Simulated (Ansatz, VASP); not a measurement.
# Two plane-wave programs on SiNi3

Contents of INCAR:

```
SYSTEM = SiNi3
  ALGO = Fast
  EDIFF = 1E-6
  ENCUT = 520
  GGA = PE
  ISIF = 2
  ISMEAR = 0
  ISPIN = 2
  LASPH = .TRUE.
  LCHARG = .FALSE.
  LMAXMIX = 4
  LORBIT = 11
  LREAL = .FALSE.
  LWAVE = .FALSE.
  MAGMOM = 1 1 1 0
  NBANDS = 29
  NELM = 150
  PREC = Accurate
  SIGMA = 0.014
```

KPOINTS

```
k-points
0
G
  8 8 8
  0 0 0
```

File POSCAR:

```
SiNi3
1.0
    3.5420000000      0.0000000000      0.0000000000
    0.0000000000      3.5420000000      0.0000000000
    0.0000000000      0.0000000000      3.5420000000
Ni Si
3 1
Direct
    0.5000000000      0.5000000000      0.0000000000
    0.5000000000      0.0000000000      0.5000000000
    0.0000000000      0.5000000000      0.5000000000
    0.0000000000      0.0000000000      0.0000000000
```

The input input.yaml:

```yaml
crystal:
  lattice:
    - [3.542, 0.0, 0.0]
    - [0.0, 3.542, 0.0]
    - [0.0, 0.0, 3.542]
  atoms:
    - { symbol: Ni, position: [0.5, 0.5, 0.0], spin: 1.0 }
    - { symbol: Ni, position: [0.5, 0.0, 0.5], spin: 1.0 }
    - { symbol: Ni, position: [0.0, 0.5, 0.5], spin: 1.0 }
    - { symbol: Si, position: [0.0, 0.0, 0.0] }
hamiltonian:
  xc: pbe
  pseudopotentials: { kind: paw }
magnetization:
  spin_polarized: true
kpoints:
  mp_grid: { grid: [8, 8, 8] }
scf:
  occupations: { method: gaussian, width: 0.014 }
output:
  forces: true
  stress: true
  eigenvalues: true
```

Alike in both runs: task single point; functional PBE; k mesh 8 × 8 × 8; occupations gaussian, width 0.014 eV; collinear spin.

|  | VASP | Ansatz |
| --- | --- | --- |
| version | VASP 6.6.1 | Ansatz 0.2.0 |
| potentials or method | VASP PAW PBE potentials, release 64 (Ni, Si) | Ansatz PAW |
| plane-wave cutoff (eV) | 520 | 420 |
| valence electrons in the cell | 34 | 58 |

```csv
,VASP,Ansatz,Ansatz less VASP
gap on the k mesh at the Fermi level (eV),none,none,-
pressure (GPa),-6.0,-6.0,-0.04
net moment per atom (μB),0.00,0.00,0.000
```

A gap of «none» marks a metal or a gap that the smearing closes. VASP's potentials hold 34 valence electrons a cell and Ansatz's 58, so a difference there can come from the potentials and not from the codes.
